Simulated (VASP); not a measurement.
# Bi (P6_3/mmc) in VASP: notebook

Runs on Bi. Level: LDA. Tasks: single point, relaxation of cell and atoms.

Everything below comes from runs of VASP 6.6.1. Logs are shortened: lines on timing, memory, paths and dates and some standing lists are left out, and cuts for length are marked.

**1. The cell of the first run**

It takes space group P6_3/mmc (No. 194, hexagonal). The conventional cell has a = 3.459 Å, b = 3.459 Å, c = 5.676 Å, α = 90.00°, β = 90.00°, γ = 120.00°. Bi (site symmetry -6m2) has 12 Bi at 3.46 to 3.47 Å within 4.5 Å.

This isn't the form of Bi at room conditions, which is rhombohedral.

**2. Single point, LDA**

INCAR reads:

```
ALGO     = Normal         # electronic algorithm
EDIFF    = 1E-6           # SCF threshold, eV
ENCUT    = 500            # plane-wave cutoff, eV
GGA_COMPAT= False        
ISIF     = 2              # what is computed and relaxed
ISMEAR   = -1             # smearing method
LASPH    = True           # aspherical terms in the spheres
LCHARG   = False          # write CHGCAR
LREAL    = False          # projectors in reciprocal space
LWAVE    = False          # write WAVECAR
NBANDS   = 22             # bands
NELM     = 120            # most SCF steps
PREC     = Accurate       # precision mode
SIGMA    = 0.1            # smearing width, eV
```

KPOINTS reads:

```
k-points
0
Gamma
  14 14 8
```

POSCAR reads:

```
Bi
1.0
    3.4586942117      0.0000000000      0.0000000000
   -1.7293471058      2.9953170512      0.0000000000
    0.0000000000      0.0000000000      5.6755148292
Bi
2
Direct
    0.3333333333      0.6666666667      0.2500000000
    0.6666666667      0.3333333333      0.7500000000
```

Potentials or basis: VASP PAW LDA potentials, release 64 (Bi_d).

On the command line:

```sh
$ cat potpaw_LDA.64/Bi_d/POTCAR > POTCAR
$ mpirun -np 1 vasp_std > vasp.out
```

OUTCAR:

```text
EDIFF = 1E-6
   ENCUT = 500
   ISIF = 2
   ISMEAR = -1
   LASPH = True
   LREAL = False
   NELM = 120
   PREC = Accurate

 ion  position               nearest neighbor table
   1  0.333  0.667  0.250-   2 3.47   2 3.47   2 3.47   2 3.47   2 3.47   2 3.47
   2  0.667  0.333  0.750-   1 3.47   1 3.47   1 3.47   1 3.47   1 3.47   1 3.47

  LATTYP: Found a hexagonal cell.
 ALAT       =     3.4586942117
 C/A-ratio  =     1.6409414888

  Lattice vectors:

 A1 = (   3.4586942117,   0.0000000000,   0.0000000000)
 A2 = (  -1.7293471058,   2.9953170512,   0.0000000000)
 A3 = (   0.0000000000,   0.0000000000,   5.6755148292)

Analysis of symmetry for initial positions (statically):
=====================================================================
 Subroutine PRICEL returns:
 Original cell was already a primitive cell.

 Routine SETGRP: Setting up the symmetry group for a
 hexagonal supercell.

 Subroutine GETGRP returns: Found 24 space group operations
 (whereof 12 operations were pure point group operations)
 out of a pool of 24 trial point group operations.

The static configuration has the point symmetry D_3d.
 The point group associated with its full space group is D_6h.

Analysis of symmetry for dynamics (positions and initial velocities):
=====================================================================
 Subroutine PRICEL returns:
 Original cell was already a primitive cell.

 Routine SETGRP: Setting up the symmetry group for a
 hexagonal supercell.

 Subroutine GETGRP returns: Found 24 space group operations
 (whereof 12 operations were pure point group operations)
 out of a pool of 24 trial point group operations.

The dynamic configuration has the point symmetry D_3d.
 The point group associated with its full space group is D_6h.

 Subroutine INISYM returns: Found 24 space group operations
 (whereof 12 operations are pure point group operations),
 and found     1 'primitive' translations

----------------------------------------------------------------------------------------

                                     Primitive cell

  volume of cell :      58.7977

  direct lattice vectors                    reciprocal lattice vectors
     3.458694212  0.000000000  0.000000000     0.289126456  0.166927237  0.000000000
    -1.729347106  2.995317051  0.000000000     0.000000000  0.333854474  0.000000000
     0.000000000  0.000000000  5.675514829     0.000000000  0.000000000  0.176195470

  length of vectors
     3.458694212  3.458694212  5.675514829     0.333854474  0.333854474  0.176195470

  position of ions in fractional coordinates (direct lattice)
     0.333333333  0.666666667  0.250000000
     0.666666667  0.333333333  0.750000000

  ion indices of the primitive-cell ions
   primitive index   ion index
                 1           1
                 2           2

----------------------------------------------------------------------------------------

 KPOINTS: k-points

Automatic generation of k-mesh.
 Grid dimensions read from file:
 generate k-points for:   14   14    8

 Generating k-lattice:

  Cartesian coordinates                     Fractional coordinates (reciprocal lattice)
     0.020651890  0.011923374  0.000000000     0.071428571  0.000000000  0.000000000
     0.000000000  0.023846748  0.000000000     0.000000000  0.071428571  0.000000000
     0.000000000  0.000000000  0.022024434     0.000000000  0.000000000  0.125000000

  Length of vectors
     0.023846748  0.023846748  0.022024434

  Shift w.r.t. Gamma in fractional coordinates (k-lattice)
     0.000000000  0.000000000  0.000000000

 Subroutine IBZKPT returns following result:
 ===========================================

 Found    120 irreducible k-points:

 Following reciprocal coordinates:
            Coordinates               Weight
  0.000000  0.000000  0.000000      1.000000
  0.071429 -0.000000  0.000000      6.000000
  0.142857  0.000000  0.000000      6.000000
  0.214286 -0.000000  0.000000      6.000000
  0.285714 -0.000000  0.000000      6.000000
  0.357143 -0.000000  0.000000      6.000000
[... 16 lines left out ...]
  0.285714  0.285714  0.000000      6.000000
  0.357143  0.285714  0.000000      6.000000
 [... further k-points ...]
   k-points           NKPTS =    120   k-points in BZ     NKDIM =    120   number of bands    NBANDS=     22
   number of dos      NEDOS =    301   number of ions     NIONS =      2
   total plane-waves  NPLWV =  32928
   dimension x,y,z NGX =    28 NGY =   28 NGZ =   42
   dimension x,y,z NGXF=    56 NGYF=   56 NGZF=   84
   ions per type =               2
   NGX,Y,Z   is equivalent  to a cutoff of  13.46, 13.46, 12.30 a.u.
   NGXF,Y,Z  is equivalent  to a cutoff of  26.92, 26.92, 24.61 a.u.
 SYSTEM =  unknown system
   PREC   = accura    normal or accurate (medium, high low for compatibility)
   ISTART =      0    job   : 0-new  1-cont  2-samecut
   ICHARG =      2    charge: 1-file 2-atom 10-const
   ISPIN  =      1    spin polarized calculation?
   LNONCOLLINEAR =      F non collinear calculations
   LSORBIT =      F    spin-orbit coupling
   LASPH  =      T    aspherical Exc in radial PAW
   ENCUT  =  500.0 eV  36.75 Ry    6.06 a.u.   6.31  6.31 10.35*2*pi/ulx,y,z
   NELM   =    120;   NELMIN=  2; NELMDL= -5     # of ELM steps
   EDIFF  = 0.1E-05   stopping-criterion for ELM
   LREAL  =      F    real-space projection
   EDIFFG = 0.1E-04   stopping-criterion for IOM
   NSW    =      0    number of steps for IOM
   IBRION =     -1    ionic relax: 0-MD 1-quasi-New 2-CG
   NFREE  =      0    steps in history (QN), initial steepest desc. (CG)
   ISIF   =      2    stress and relaxation
   ISYM   =      2    0-nonsym 1-usesym 2-fastsym
   POTIM  = 0.5000    time-step for ionic-motion
   TEBEG  =    0.0;   TEEND  =   0.0 temperature during run
   PSTRESS=    0.0 pullay stress
   NELECT =      30.0000    total number of electrons
   NUPDOWN=      -1.0000    fix difference up-down
   EMIN   =  10.00;   EMAX   =-10.00  energy-range for DOS
   EFERMI =   0.00;   METHOD = LEGACY
   ISMEAR =    -1;   SIGMA  =   0.10  broadening in eV -4-tet -1-fermi 0-gaus
   EFERMI_NEDOS =   21; number of points for ismear=-14 and -15
   IALGO  =     38    algorithm
   IMIX   =      4    mixing-type and parameters
     AMIX     =   0.40;   BMIX     =  1.00
     AMIX_MAG =   1.60;   BMIX_MAG =  1.00
  volume/ion in A,a.u.               =      29.40       198.39
  Fermi-wavevector in a.u.,A,eV,Ry     =   1.308163  2.472069 23.283518  1.711290
  Thomas-Fermi vector in A             =   2.438848
   LORBIT       =      0    0 simple, 1 ext, 2 COOP (PROOUT), +10 PAW based schemes
   GGA     = CA    functional components
   LHFCALC =     F    Hartree Fock is set to
   AEXX    =    0.0000 exact exchange contribution
   IVDW    =     0    specifies the selected vdW correction
   LEPSILON=     F    determine dielectric tensor
   LRPA    =     F    only Hartree local field effects (RPA)
 non-spin polarized calculation
  energy-cutoff  :      500.00
  volume of cell :       58.80
 maximum number of plane-waves:      1520
 NGX is ok and might be reduce to    28
   NGX = 13   NGY = 13   NGZ = 21

 number of electron      30.0000002 magnetization

 Free energy of the ion-electron system (eV)
  ---------------------------------------------------
  ext. energy  EPLUGINS =         0.00000000
  ---------------------------------------------------
  free energy    TOTEN  =        -8.92526668 eV

  energy without entropy =       -8.88265105  energy(sigma->0) =       -8.90395887

 E-fermi :   8.4990     XC(G=0): -10.8038

 val. band max:        8.4844312436   @ k =   0.2143   0.0714   0.1250
 cond. band min:       8.5147341455   @ k =   0.3571   0.2143   0.1250
 fundamental gap:      0.0303029019
 Fermi energy:         8.4990379072

 k-point     1 :       0.0000    0.0000    0.0000
  band No.  band energies     occupation
      1     -14.5914      2.00000
      2     -14.5840      2.00000
      3     -14.5639      2.00000
      4     -14.5639      2.00000
      5     -14.5530      2.00000
      6     -14.5530      2.00000
[... 14 lines left out ...]
     21      18.7474      0.00000
     22      19.1666      0.00000

 k-point     2 :       0.0714   -0.0000    0.0000
  band No.  band energies     occupation
      1     -14.5912      2.00000
      2     -14.5824      2.00000
      3     -14.5607      2.00000
      4     -14.5560      2.00000
      5     -14.5504      2.00000
      6     -14.5452      2.00000
[... 14 lines left out ...]
     21      18.6387      0.00000
     22      18.7401      0.00000

 k-point     3 :       0.1429    0.0000    0.0000
  band No.  band energies     occupation
      1     -14.6002      2.00000
      2     -14.5725      2.00000
      3     -14.5565      2.00000
      4     -14.5402      2.00000
      5     -14.5375      2.00000
      6     -14.5344      2.00000
[... 14 lines left out ...]
     21      17.8650      0.00000
     22      18.8255      0.00000

 k-point     4 :       0.2143   -0.0000    0.0000
  band No.  band energies     occupation
      1     -14.6163      2.00000
      2     -14.5603      2.00000
      3     -14.5545      2.00000
      4     -14.5525      2.00000
      5     -14.5474      2.00000
      6     -14.5045      2.00000
[... 14 lines left out ...]
     21      17.8841      0.00000
     22      18.3631      0.00000

 k-point     5 :       0.2857   -0.0000    0.0000
  band No.  band energies     occupation
      1     -14.6335      2.00000
      2     -14.5713      2.00000
      3     -14.5649      2.00000
      4     -14.5577      2.00000
      5     -14.5312      2.00000
      6     -14.4731      2.00000
[... 14 lines left out ...]
     21      17.5318      0.00000
     22      18.4361      0.00000

 k-point     6 :       0.3571   -0.0000    0.0000
  band No.  band energies     occupation
      1     -14.6485      2.00000
      2     -14.5874      2.00000
      3     -14.5705      2.00000
      4     -14.5666      2.00000
      5     -14.5112      2.00000
      6     -14.4882      2.00000
[... 14 lines left out ...]
     21      17.2614      0.00000
     22      18.7107      0.00000

 k-point     7 :       0.4286   -0.0000    0.0000
  band No.  band energies     occupation
      1     -14.6586      2.00000
      2     -14.5991      2.00000
      3     -14.5748      2.00000
      4     -14.5726      2.00000
      5     -14.4981      2.00000
      6     -14.4972      2.00000
[... 324 lines left out ...]
      6     -14.4933      2.00000
[... 14 lines left out ...]
     21      18.2986      0.00000
     22      18.9263      0.00000

 k-point    21 :       0.2857    0.2143    0.0000
  band No.  band energies     occupation
      1     -14.6132      2.00000
      2     -14.5860      2.00000
      3     -14.5551      2.00000
      4     -14.5484      2.00000
      5     -14.5011      2.00000
      6     -14.4998      2.00000
[... 14 lines left out ...]
     21      19.7550      0.00000
     22      19.8919      0.00000

 k-point    22 :       0.3571    0.2143    0.0000
  band No.  band energies     occupation
      1     -14.6214      2.00000
      2     -14.5904      2.00000
      3     -14.5508      2.00000
      4     -14.5264      2.00000
      5     -14.5106      2.00000
      6     -14.4961      2.00000
[... 14 lines left out ...]
     21      20.5784      0.00000
     22      21.2660      0.00000

 k-point    23 :       0.2857    0.2857    0.0000
  band No.  band energies     occupation
      1     -14.6236      2.00000
      2     -14.5515      2.00000
      3     -14.5472      2.00000
      4     -14.5457      2.00000
      5     -14.5135      2.00000
      6     -14.4772      2.00000
[... 14 lines left out ...]
     21      19.8227      0.00000
     22      20.6486      0.00000

 k-point    24 :       0.3571    0.2857    0.0000
  band No.  band energies     occupation
      1     -14.6273      2.00000
      2     -14.5506      2.00000
      3     -14.5382      2.00000
      4     -14.5237      2.00000
      5     -14.5221      2.00000
      6     -14.4858      2.00000
[... 14 lines left out ...]
     21      21.3326      0.00000
     22      21.7298      0.00000

 [... further k-points ...]

------------------------ aborting loop because EDIFF is reached ----------------------------------------

  FORCE on cell =-STRESS in cart. coord.  units (eV):
  Direction    XX          YY          ZZ          XY          YZ          ZX
  --------------------------------------------------------------------------------------
  -------------------------------------------------------------------------------------
  Total        0.0389625      0.0389625      0.0333806      0.0000000      0.0000000      0.0000000
  in kB        1.0616896      1.0616896      0.9095870      0.0000000      0.0000000      0.0000000
  external PRESSURE =       1.0109888 kB  Pullay stress =       0.0000000 kB

 VOLUME and BASIS-vectors are now :
 -----------------------------------------------------------------------------
  energy-cutoff  :      500.00
  volume of cell :       58.80
      direct lattice vectors                 reciprocal lattice vectors
     3.458694212  0.000000000  0.000000000     0.289126456  0.166927237  0.000000000
    -1.729347106  2.995317051  0.000000000     0.000000000  0.333854474  0.000000000
     0.000000000  0.000000000  5.675514829     0.000000000  0.000000000  0.176195470

 POSITION                                       TOTAL-FORCE (eV/Angst)
 -----------------------------------------------------------------------------------
     -0.00000      1.99688      1.41888         0.000000     -0.000000      0.000000
      1.72935      0.99844      4.25664        -0.000000      0.000000      0.000000
 -----------------------------------------------------------------------------------
    total drift:                                0.000000     -0.000000      0.000000

  FREE ENERGIE OF THE ION-ELECTRON SYSTEM (eV)
  ---------------------------------------------------
  free  energy   TOTEN  =        -8.9252666817 eV

  energy  without entropy=       -8.8826510540  energy(sigma->0) =       -8.90395887
```

Run time: 63 s. Hardware: 1 thread of AMD EPYC 9R45 (Zen 5), shared host; peak memory 0.2 GiB.

Results:

* Free energy: -8.9253 eV
* Pressure: 0.1 GPa
* Band gap on the k mesh: zero (bands 15 and 16 overlap by 7.15 eV)

Caveat: spin-orbit coupling is left out, which moves the levels of the heavy elements.

**3. Relaxation of cell and atoms, LDA**

This run uses another cell than the first one, of 32.00 Å³/atom.

INCAR reads:

```
SYSTEM = Bi
PREC = Accurate
ENCUT = 500
EDIFF = 1E-7
ISMEAR = -1
SIGMA = 0.1
LREAL = .FALSE.
LASPH = .TRUE.
NELM = 120
ALGO = Normal
ISIF = 3
LWAVE = .FALSE.
LCHARG = .FALSE.
IBRION = 2
NSW = 60
EDIFFG = -0.005
GGA_COMPAT = .FALSE.
NELMIN = 4
```

KPOINTS reads:

```
Automatic mesh
0
G
  14 14 8
  0 0 0
```

POSCAR reads:

```
Bi
1.0
    3.5730967501      0.0000000000      0.0000000000
   -1.7865483750      3.0943925557      0.0000000000
    0.0000000000      0.0000000000      5.7884167351
Bi
2
Direct
    0.3333333333      0.6666666667      0.2500000000
    0.6666666667      0.3333333333      0.7500000000
```

Potentials or basis: VASP PAW LDA potentials, release 64 (Bi_d).

On the command line:

```sh
$ cat potpaw_LDA.64/Bi_d/POTCAR > POTCAR
$ mpirun -np 1 vasp_std > vasp.out
```

Wall time 4.9 min (1 thread of AMD EPYC 9R45 (Zen 5), shared host); peak memory 0.2 GiB.

Results (log left out):

| Quantity | Value |
| --- | --- |
| Free energy | -8.9279 eV |
| Relaxed volume | 29.43 Å³/atom |
| Relaxed cell | a = 3.460 Å, b = 3.460 Å, c = 5.677 Å, α = 90.00°, β = 90.00°, γ = 120.00° |
| Space group after relaxing (to 0.1 Å) | P6_3/mmc (No. 194) |
| Energy gained by relaxing | 38.6 meV/atom |
| Ionic steps | 7 |
| Pressure after relaxing | 0.0 GPa |
| Band gap on the k mesh | zero (bands 15 and 16 overlap by 7.13 eV) |

The path:
```
step  energy change (eV)  largest force (eV/Å)  pressure (GPa)  volume (Å³)
   1              0.0000                0.0000           -4.39        64.00
   2             -0.0510                0.0000            3.26        56.22
   3             -0.0767                0.0000           -0.01        58.86
   4             -0.0767                0.0000            0.11        58.76
   5             -0.0769                0.0000           -0.07        58.93
   6             -0.0770                0.0000           -0.14        59.00
   7             -0.0771                0.0000            0.01        58.87
```

Final structure:
```
CELL_PARAMETERS angstrom
3.46033 0.00000 0.00000
-1.73017 2.99673 0.00000
0.00000 0.00000 5.67702
ATOMIC_POSITIONS crystal
Bi 0.33333 0.66667 0.25000
Bi 0.66667 0.33333 0.75000
```

Levels at points of the mesh, in eV from the Fermi level:
```
           k point  band 12  band 13  band 14  band 15  band 16  band 17  band 18  band 19
(0.00, 0.00, 0.00)   -10.91    -5.65     3.57     3.57     5.24     5.24     5.27     7.36
(0.50, 0.00, 0.00)    -9.85    -4.67    -3.20    -2.13     0.16     0.36     3.54     4.94
(0.00, 0.00, 0.50)   -12.91    -1.16    -1.16     4.36     4.36     4.36     4.36     8.22
(0.50, 0.00, 0.50)   -10.34    -5.16    -5.16     1.57     1.57     1.61     1.61     5.73
```

Caveat: spin-orbit coupling is left out, which moves the levels of the heavy elements.

**4. Single point, LDA, collinear spin**

INCAR reads:

```
ALGO = Normal ; EDIFF = 1E-6
ENCUT = 500 ; GGA = CA
GGA_COMPAT = F ; ISIF = 2
ISMEAR = -1 ; ISPIN = 2
LASPH = T ; LCHARG = F
LORBIT = 11 ; LREAL = F
LWAVE = F ; MAGMOM = 2 2
NBANDS = 26 ; NELM = 200
PREC = Accurate ; SIGMA = 0.1
```

KPOINTS reads:

```
k-points
0
Gamma
  14 14 8
```

POSCAR reads:

```
Bi
1.0
    3.4563737420      0.0000000000      0.0000000000
   -1.7281868710      2.9933074656      0.0000000000
    0.0000000000      0.0000000000      5.6719554877
Bi
2
Direct
    0.3333333333      0.6666666667      0.2500000000
    0.6666666667      0.3333333333      0.7500000000
```

On the command line:

```sh
$ cat potpaw_LDA.64/Bi_d/POTCAR > POTCAR
$ mpirun -np 1 vasp_std > vasp.out
```

Run time: 2.8 min. Hardware: 1 thread of AMD EPYC 9R45 (Zen 5), shared host; peak memory 0.3 GiB.

It converged, with:

| Property | Result |
| --- | --- |
| Free energy | -8.9251 eV |
| Pressure | 0.2 GPa |
| Band gap on the k mesh | zero (filled and empty bands overlap) |
| Net moment | 0.00 μB per cell |
| Valence electrons inside the program's atomic spheres | Bi 12.77 |

Levels at points of the mesh, in eV from the Fermi level:
Spin up:
```csv
k point,band 12,band 13,band 14,band 15,band 16,band 17,band 18,band 19
"(0.00, 0.00, 0.00)",-10.92,-5.67,3.59,3.59,5.26,5.26,5.29,7.38
"(0.50, 0.00, 0.00)",-9.86,-4.69,-3.22,-2.14,0.15,0.36,3.56,4.95
"(0.00, 0.00, 0.50)",-12.93,-1.16,-1.16,4.38,4.38,4.38,4.38,8.23
"(0.50, 0.00, 0.50)",-10.34,-5.18,-5.18,1.57,1.57,1.62,1.62,5.73
```
Spin down:
| k point | band 12 | band 13 | band 14 | band 15 | band 16 | band 17 | band 18 | band 19 |
| --- | --- | --- | --- | --- | --- | --- | --- | --- |
| (0.00, 0.00, 0.00) | -10.92 | -5.67 | 3.59 | 3.59 | 5.26 | 5.26 | 5.29 | 7.38 |
| (0.50, 0.00, 0.00) | -9.86 | -4.69 | -3.22 | -2.14 | 0.15 | 0.36 | 3.56 | 4.95 |
| (0.00, 0.00, 0.50) | -12.93 | -1.16 | -1.16 | 4.38 | 4.38 | 4.38 | 4.38 | 8.23 |
| (0.50, 0.00, 0.50) | -10.34 | -5.18 | -5.18 | 1.57 | 1.57 | 1.62 | 1.62 | 5.73 |

Caveat: spin-orbit coupling is left out, which moves the levels of the heavy elements.

**5. Summary**

| task | spin | cell | gap on the mesh (eV) | pressure (GPa) |
| --- | --- | --- | --- | --- |
| single point | off | a = 3.459, b = 3.459, c = 5.676 Å, angles 90.0, 90.0, 120.0°, 2 atoms | none | 0.1 |
| relaxation of cell and atoms | off | relaxed from a = 3.573, b = 3.573, c = 5.788 Å, angles 90.0, 90.0, 120.0°, 2 atoms | none | 0.0 |
| single point | collinear | a = 3.456, b = 3.456, c = 5.672 Å, angles 90.0, 90.0, 120.0°, 2 atoms | none | 0.2 |

Alike in all rows: level LDA; potentials or basis VASP PAW LDA potentials, release 64 (Bi_d); k mesh 14 × 14 × 8; cutoff (eV) 500; smearing fermi-dirac 0.1 eV.

Caveats: spin-orbit coupling is left out, which moves the levels of the heavy elements.

Total energies depend on the potentials used, so only differences within one code and one set of settings carry meaning.
